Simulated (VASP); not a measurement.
Here is a VASP 6.6.1 calculation.

The input POSCAR:

```
Ga2O3
1.0
    2.4922617722      1.4389080051      4.4806388918
   -2.4922617722      1.4389080051      4.4806388918
    0.0000000000     -2.8778160102      4.4806388917
Ga O
4 6
Direct
    0.8554263242      0.8554263242      0.8554263242
    0.6445736758      0.6445736758      0.6445736758
    0.1445736758      0.1445736758      0.1445736758
    0.3554263242      0.3554263242      0.3554263242
    0.7500000000      0.4463665328      0.0536334672
    0.4463665328      0.0536334672      0.7500000000
    0.0536334672      0.7500000000      0.4463665328
    0.2500000000      0.5536334672      0.9463665328
    0.9463665328      0.2500000000      0.5536334672
    0.5536334672      0.9463665328      0.2500000000
```

INCAR.step1

```
PREC = Accurate
ENCUT = 520
ISMEAR = 0
SIGMA = 0.01
LREAL = False
LASPH = True
NELM = 60
NBANDS = 55
GGA = PE
ALGO = Normal
EDIFF = 1E-4
LWAVE = True
LCHARG = False
```

INCAR.step2

```
PREC = Accurate
ENCUT = 520
EDIFF = 1E-7
ISMEAR = 0
SIGMA = 0.01
LREAL = False
LASPH = True
NELM = 60
ALGO = Normal
ISIF = 2
LWAVE = False
LCHARG = False
METAGGA = R2SCAN
LMIXTAU = True
NBANDS = 55
ISTART = 1
```

File KPOINTS:

```
regular mesh
0
Gamma
  6 6 6
```

Potentials or basis: VASP PAW PBE potentials, release 64 (Ga_d, O).

Run with:

```sh
$ cat potpaw_PBE.64/Ga_d/POTCAR potpaw_PBE.64/O/POTCAR > POTCAR
$ cp INCAR.step1 INCAR
$ mpirun -np 1 vasp_std > vasp.out
$ cp INCAR.step2 INCAR
$ mpirun -np 1 vasp_std > vasp.out
```

**Question.** Estimate the pressure.

**Answer.** 1.9 GPa.

**Question.** Estimate the band gap on the k mesh.

**Answer.** 3.54 eV (least direct gap 3.80 eV).

Stress tensor (GPa, compression positive):
```
2.14 0.00 0.00
0.00 2.14 0.00
0.00 0.00 1.46
```

Caveat: the PAW data sets were made with another functional, which shifts forces and pressure a little. A k mesh can miss the band edges.
